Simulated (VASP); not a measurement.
# CdSe (P6_3mc) in VASP: further runs, part 2 of 2

VASP 6.6.1. The steps go on from the part before.

**5. Single point, r2SCAN (strain -1.5%)**

POSCAR

```
CdSe
1.0
    4.2756128119      0.0000000000      0.0000000000
   -2.1378064059      3.7027893119      0.0000000000
    0.0000000000      0.0000000000      6.9704962865
Cd Se
2 2
Direct
    0.3333333333      0.6666666667     -0.0004760039
    0.6666666667      0.3333333333      0.4995239961
    0.3333333333      0.6666666667      0.3754760039
    0.6666666667      0.3333333333      0.8754760039
```

INCAR.step1

```
PREC = Accurate
ENCUT = 520
ISMEAR = 0
SIGMA = 0.01
LREAL = F
LASPH = T
NELM = 100
NBANDS = 26
GGA = PE
ALGO = Normal
EDIFF = 1E-4
LWAVE = T
LCHARG = F
```

INCAR.step2

```
PREC = Accurate
ENCUT = 520
EDIFF = 1E-7
ISMEAR = 0
SIGMA = 0.01
LREAL = F
LASPH = T
NELM = 100
ALGO = Normal
ISIF = 2
LWAVE = F
LCHARG = F
METAGGA = R2SCAN
LMIXTAU = T
NBANDS = 26
ISTART = 1
```

KPOINTS

```
regular mesh
0
Gamma
  12 12 4
```

Started as:

```console
$ cat potpaw_PBE.64/Cd/POTCAR potpaw_PBE.64/Se/POTCAR > POTCAR
$ cp INCAR.step1 INCAR
$ mpirun -np 1 vasp_std > vasp.out
$ cp INCAR.step2 INCAR
$ mpirun -np 1 vasp_std > vasp.out
```

It took 4.2 min on 1 thread of Intel Xeon 6975P-C (Granite Rapids), shared host; peak memory 0.33 GiB.

The run converged. Its results:

```yaml
Free_energy: -71.7846 eV
Pressure: 2.9 GPa
Largest_force: 0.004 eV/Å
Band_gap_on_the_k_mesh: 1.20 eV
```

Forces on the atoms (eV/Å):
```
Cd   0.000  0.000  0.004
Cd   0.000  0.000  0.004
Se   0.000  0.000 -0.004
Se   0.000  0.000 -0.004
```

Levels at points of the mesh, in eV from the valence-band top:
```tsv
k point	band 14	band 15	band 16	band 17	band 18	band 19	band 20	band 21	band 22	band 23
(0.00, 0.00, 0.00)	-0.80	-0.80	-0.05	0.00	0.00	1.20	2.69	6.38	6.38	6.69
(0.50, 0.00, 0.00)	-3.73	-2.78	-1.96	-1.40	-0.80	3.70	3.73	5.08	6.73	6.94
(0.00, 0.00, 0.50)	-2.68	-0.42	-0.42	-0.42	-0.42	2.88	2.88	6.35	6.35	6.78
(0.50, 0.00, 0.50)	-4.34	-1.42	-1.42	-1.42	-1.42	3.35	3.35	5.28	5.28	8.28
```

Caveat: the cell differs from its parent crystal (strain -1.5%); the PAW data sets were made with another functional, which shifts forces and pressure a little.

**6. Single point, r2SCAN**

This run uses another cell than the first one, of 28.87 Å³/atom.

POSCAR

```
CdSe
1.0
    4.3407236669      0.0000000000      0.0000000000
   -2.1703618334      3.7591769664      0.0000000000
    0.0000000000      0.0000000000      7.0766459761
Cd Se
2 2
Direct
    0.3333333333      0.6666666667     -0.0004760039
    0.6666666667      0.3333333333      0.4995239961
    0.3333333333      0.6666666667      0.3754760039
    0.6666666667      0.3333333333      0.8754760039
```

INCAR.step1

```
PREC     = Accurate       # precision mode
ENCUT    = 520            # plane-wave cutoff, eV
ISMEAR   = 0              # smearing method
SIGMA    = 0.01           # smearing width, eV
LREAL    = F              # projectors in reciprocal space
LASPH    = T              # aspherical terms in the spheres
NELM     = 60             # most SCF steps
NBANDS   = 26             # bands
GGA      = PE             # functional
ALGO     = Normal         # electronic algorithm
EDIFF    = 1E-4           # SCF threshold, eV
LWAVE    = T              # write WAVECAR
LCHARG   = F              # write CHGCAR
```

INCAR.step2

```
PREC     = Accurate       # precision mode
ENCUT    = 520            # plane-wave cutoff, eV
EDIFF    = 1E-6           # SCF threshold, eV
ISMEAR   = 0              # smearing method
SIGMA    = 0.01           # smearing width, eV
LREAL    = F              # projectors in reciprocal space
LASPH    = T              # aspherical terms in the spheres
NELM     = 60             # most SCF steps
ALGO     = Normal         # electronic algorithm
ISIF     = 2              # what is computed and relaxed
LWAVE    = F              # write WAVECAR
LCHARG   = F              # write CHGCAR
METAGGA  = R2SCAN         # meta-GGA
LMIXTAU  = T            
NBANDS   = 26             # bands
ISTART   = 1
```

KPOINTS is that of step 5.

Potentials or basis: VASP PAW PBE potentials, release 64 (Cd, Se).

Started as:

```console
$ cat potpaw_PBE.64/Cd/POTCAR potpaw_PBE.64/Se/POTCAR > POTCAR
$ cp INCAR.step1 INCAR
$ mpirun -np 1 vasp_std > vasp.out
$ cp INCAR.step2 INCAR
$ mpirun -np 1 vasp_std > vasp.out
```

OUTCAR:

```text
PREC = Accurate
   ENCUT = 520
   EDIFF = 1E-6
   ISMEAR = 0
   LREAL = F
   LASPH = T
   NELM = 60
   ISIF = 2
   METAGGA = R2SCAN
   ISTART = 1

 ion  position               nearest neighbor table
   1  0.333  0.667  1.000-   4 2.66   4 2.66   4 2.66   3 2.66
   2  0.667  0.333  0.500-   3 2.66   3 2.66   3 2.66   4 2.66
   3  0.333  0.667  0.375-   2 2.66   2 2.66   2 2.66   1 2.66
   4  0.667  0.333  0.875-   1 2.66   1 2.66   1 2.66   2 2.66

  LATTYP: Found a hexagonal cell.
 ALAT       =     4.3407236669
 C/A-ratio  =     1.6302917484

  Lattice vectors:

 A1 = (   4.3407236669,   0.0000000000,   0.0000000000)
 A2 = (  -2.1703618334,   3.7591769664,   0.0000000000)
 A3 = (   0.0000000000,   0.0000000000,   7.0766459761)

Analysis of symmetry for initial positions (statically):
=====================================================================
 Subroutine PRICEL returns:
 Original cell was already a primitive cell.

 Routine SETGRP: Setting up the symmetry group for a
 hexagonal supercell.

 Subroutine GETGRP returns: Found 12 space group operations
 (whereof  6 operations were pure point group operations)
 out of a pool of 24 trial point group operations.

The static configuration has the point symmetry C_3v.
 The point group associated with its full space group is C_6v.

Analysis of symmetry for dynamics (positions and initial velocities):
=====================================================================
 Subroutine PRICEL returns:
 Original cell was already a primitive cell.

 Routine SETGRP: Setting up the symmetry group for a
 hexagonal supercell.

 Subroutine GETGRP returns: Found 12 space group operations
 (whereof  6 operations were pure point group operations)
 out of a pool of 24 trial point group operations.

The dynamic configuration has the point symmetry C_3v.
 The point group associated with its full space group is C_6v.

[... 119 lines left out ...]
   IALGO  =     38    algorithm
   IMIX   =      4    mixing-type and parameters
     AMIX     =   0.40;   BMIX     =  1.00
     AMIX_MAG =   1.60;   BMIX_MAG =  1.00
  volume/ion in A,a.u.               =      28.87       194.81
  Fermi-wavevector in a.u.,A,eV,Ry     =   1.110064  2.097718 16.765686  1.232243
  Thomas-Fermi vector in A             =   2.246612
   LORBIT       =      0    0 simple, 1 ext, 2 COOP (PROOUT), +10 PAW based schemes
   METAGGA = R2SCAN    functional components
   LHFCALC =     F    Hartree Fock is set to
   AEXX    =    0.0000 exact exchange contribution
   IVDW    =     0    specifies the selected vdW correction
   LEPSILON=     F    determine dielectric tensor
   LRPA    =     F    only Hartree local field effects (RPA)
 non-spin polarized calculation
 Gauss-broadening in eV      SIGMA  =   0.01
  energy-cutoff  :      520.00
  volume of cell :      115.47
 maximum number of plane-waves:      3130
   NGX = 17   NGY = 17   NGZ = 27

 number of electron      36.0000000 magnetization

 Free energy of the ion-electron system (eV)
  ---------------------------------------------------
  ext. energy  EPLUGINS =         0.00000000
  ---------------------------------------------------
  free energy    TOTEN  =       -71.83288675 eV

  energy without entropy =      -71.83288675  energy(sigma->0) =      -71.83288675

 E-fermi :   0.4858     XC(G=0):  -9.2966

 val. band max:        0.4420192362   @ k =   0.0000   0.0000   0.0000
 cond. band min:       1.5365969939   @ k =   0.0000   0.0000   0.0000
 fundamental gap:      1.0945777577
 Fermi energy:         0.4858212087

 k-point     1 :       0.0000    0.0000    0.0000
  band No.  band energies     occupation
      1     -12.4355      2.00000
      2     -12.0731      2.00000
      3      -7.6323      2.00000
      4      -7.6266      2.00000
      5      -7.6266      2.00000
      6      -7.5580      2.00000
[... 685 lines left out ...]
     25       8.4057      0.00000
     26       9.5538      0.00000

 [... further k-points ...]

------------------------ aborting loop because EDIFF is reached ----------------------------------------

  FORCE on cell =-STRESS in cart. coord.  units (eV):
  Direction    XX          YY          ZZ          XY          YZ          ZX
  --------------------------------------------------------------------------------------
  -------------------------------------------------------------------------------------
  Total        0.1645814      0.1645814      0.1869437      0.0000000      0.0000000      0.0000000
  in kB        2.2835418      2.2835418      2.5938153      0.0000000      0.0000000      0.0000000
  external PRESSURE =       2.3869663 kB  Pullay stress =       0.0000000 kB

 VOLUME and BASIS-vectors are now :
 -----------------------------------------------------------------------------
  energy-cutoff  :      520.00
  volume of cell :      115.47
      direct lattice vectors                 reciprocal lattice vectors
     4.340723667  0.000000000  0.000000000     0.230376333  0.133007838  0.000000000
    -2.170361833  3.759176966  0.000000000     0.000000000  0.266015675  0.000000000
     0.000000000  0.000000000  7.076645976     0.000000000  0.000000000  0.141309881

 POSITION                                       TOTAL-FORCE (eV/Angst)
 -----------------------------------------------------------------------------------
     -0.00000      2.50612      7.07328        -0.000000      0.000000     -0.000538
      2.17036      1.25306      3.53495         0.000000      0.000000     -0.000538
     -0.00000      2.50612      2.65711        -0.000000      0.000000      0.000538
      2.17036      1.25306      6.19543        -0.000000     -0.000000      0.000538
 -----------------------------------------------------------------------------------
    total drift:                               -0.000000      0.000000     -0.003053

  FREE ENERGIE OF THE ION-ELECTRON SYSTEM (eV)
  ---------------------------------------------------
  free  energy   TOTEN  =       -71.8328867453 eV

  energy  without entropy=      -71.8328867453  energy(sigma->0) =      -71.83288675
```

It took 3.3 min on 1 thread of Intel Xeon 6975P-C (Granite Rapids), shared host; peak memory 0.34 GiB.

What came out:

| Quantity | Value |
| --- | --- |
| Free energy | -71.8329 eV |
| Pressure | 0.2 GPa |
| Band gap on the k mesh | 1.09 eV |

Caveat: the PAW data sets were made with another functional, which shifts forces and pressure a little. A k mesh can miss the band edges.

**7. Single point, r2SCAN (epitaxial xy strain +1.5%)**

POSCAR

```
CdSe
1.0
    4.4058345219      0.0000000000      0.0000000000
   -2.2029172609      3.8155646209      0.0000000000
    0.0000000000      0.0000000000      6.9814437012
Cd Se
2 2
Direct
    0.3333333333      0.6666666667     -0.0035226488
    0.6666666667      0.3333333333      0.4964773512
    0.3333333333      0.6666666667      0.3785226488
    0.6666666667      0.3333333333      0.8785226488
```

INCAR.step1

```
SYSTEM = CdSe
PREC = Accurate
ENCUT = 520
ISMEAR = 0
SIGMA = 0.01
LREAL = .FALSE.
LASPH = .TRUE.
NELM = 80
NBANDS = 26
GGA = PE
ALGO = Normal
EDIFF = 1E-4
LWAVE = .TRUE.
LCHARG = .FALSE.
```

INCAR.step2

```
SYSTEM = CdSe
PREC = Accurate
ENCUT = 520
EDIFF = 1E-7
ISMEAR = 0
SIGMA = 0.01
LREAL = .FALSE.
LASPH = .TRUE.
NELM = 80
ALGO = Normal
ISIF = 2
LWAVE = .FALSE.
LCHARG = .FALSE.
METAGGA = R2SCAN
LMIXTAU = .TRUE.
NBANDS = 26
ISTART = 1
```

KPOINTS

```
Automatic mesh
0
G
  12 12 4
  0 0 0
```

Potentials or basis: VASP PAW PBE potentials, release 64 (Cd, Se).

Started as:

```console
$ cat potpaw_PBE.64/Cd/POTCAR potpaw_PBE.64/Se/POTCAR > POTCAR
$ cp INCAR.step1 INCAR
$ mpirun -np 1 vasp_std > vasp.out
$ cp INCAR.step2 INCAR
$ mpirun -np 1 vasp_std > vasp.out
```

OUTCAR:

```text
SYSTEM = CdSe
   PREC = Accurate
   ENCUT = 520
   EDIFF = 1E-7
   ISMEAR = 0
   LREAL = .FALSE.
   LASPH = .TRUE.
   NELM = 80
   ISIF = 2
   METAGGA = R2SCAN
   ISTART = 1

 ion  position               nearest neighbor table
   1  0.333  0.667  0.996-   3 2.67   4 2.67   4 2.67   4 2.67
   2  0.667  0.333  0.496-   4 2.67   3 2.67   3 2.67   3 2.67
   3  0.333  0.667  0.379-   1 2.67   2 2.67   2 2.67   2 2.67
   4  0.667  0.333  0.879-   2 2.67   1 2.67   1 2.67   1 2.67

  LATTYP: Found a hexagonal cell.
 ALAT       =     4.4058345219
[... 898 lines left out ...]
  --------------------------------------------------------------------------------------
  -------------------------------------------------------------------------------------
  Total       -0.7396332     -0.7396332      0.1821707     -0.0000000      0.0000000      0.0000000
  in kB      -10.0970558    -10.0970558      2.4868917     -0.0000000      0.0000000      0.0000000
  external PRESSURE =      -5.9024067 kB  Pullay stress =       0.0000000 kB

 VOLUME and BASIS-vectors are now :
 -----------------------------------------------------------------------------
  energy-cutoff  :      520.00
  volume of cell :      117.36
      direct lattice vectors                 reciprocal lattice vectors
     4.405834522  0.000000000  0.000000000     0.226971756  0.131042205  0.000000000
    -2.202917261  3.815564621  0.000000000     0.000000000  0.262084409  0.000000000
     0.000000000  0.000000000  6.981443701     0.000000000  0.000000000  0.143236849

 POSITION                                       TOTAL-FORCE (eV/Angst)
 -----------------------------------------------------------------------------------
     -0.00000      2.54371      6.95685         0.000000      0.000000     -0.006114
      2.20292      1.27185      3.46613        -0.000000      0.000000     -0.006114
     -0.00000      2.54371      2.64263         0.000000      0.000000      0.006114
      2.20292      1.27185      6.13336         0.000000     -0.000000      0.006114
 -----------------------------------------------------------------------------------
    total drift:                               -0.000000      0.000000     -0.001992

  FREE ENERGIE OF THE ION-ELECTRON SYSTEM (eV)
  ---------------------------------------------------
  free  energy   TOTEN  =       -71.8221759202 eV

  energy  without entropy=      -71.8221759202  energy(sigma->0) =      -71.82217592
```

It took 14 min on 1 thread of Intel Xeon 8259CL, shared host; peak memory 0.38 GiB.

Results:

```
Free energy            : -71.8222 eV
Pressure               : -0.6 GPa
Largest force          : 0.006 eV/Å
Band gap on the k mesh : 1.04 eV
```

Forces on the atoms (eV/Å):
```
Cd   0.000  0.000 -0.006
Cd   0.000  0.000 -0.006
Se   0.000  0.000  0.006
Se   0.000  0.000  0.006
```

Caveat: the cell differs from its parent crystal (epitaxial xy strain +1.5%); the PAW data sets were made with another functional, which shifts forces and pressure a little.

**8. Summary**

```csv
level,cell,smearing,gap on the mesh (eV),pressure (GPa),largest force (eV/Å)
PBE,"a = 4.276, b = 4.276, c = 6.970 Å, angles 90.0, 90.0, 120.0°, 4 atoms, atomic positions A",fermi-dirac 0.02 eV,0.71,4.4,0.01
PBE,"a = 4.341, b = 4.341, c = 7.077 Å, angles 90.0, 90.0, 120.0°, 4 atoms, atomic positions A",fermi-dirac 0.02 eV,0.61,1.7,-
r2SCAN,"a = 4.124, b = 4.124, c = 7.398 Å, angles 90.0, 90.0, 120.0°, 4 atoms, atomic positions B",gaussian 0.01 eV,0.88,3.3,-
r2SCAN,"a = 4.276, b = 4.276, c = 6.970 Å, angles 90.0, 90.0, 120.0°, 4 atoms, atomic positions A",gaussian 0.01 eV,1.20,2.9,-
r2SCAN,"a = 4.341, b = 4.341, c = 7.077 Å, angles 90.0, 90.0, 120.0°, 4 atoms, atomic positions A",gaussian 0.01 eV,1.09,0.2,-
r2SCAN,"a = 4.406, b = 4.406, c = 6.981 Å, angles 90.0, 90.0, 120.0°, 4 atoms, atomic positions C",gaussian 0.01 eV,1.04,-0.6,0.01
```

Alike in all rows: task single point; potentials or basis VASP PAW PBE potentials, release 64 (Cd, Se); no spin polarisation; k mesh 12 × 12 × 4; cutoff (eV) 520.

Caveats: the PAW data sets were made with another functional, which shifts forces and pressure a little (at least some runs); the cell stands under pressure (at least some runs).

Total energies depend on the potentials used, so only differences within one code and one set of settings carry meaning.
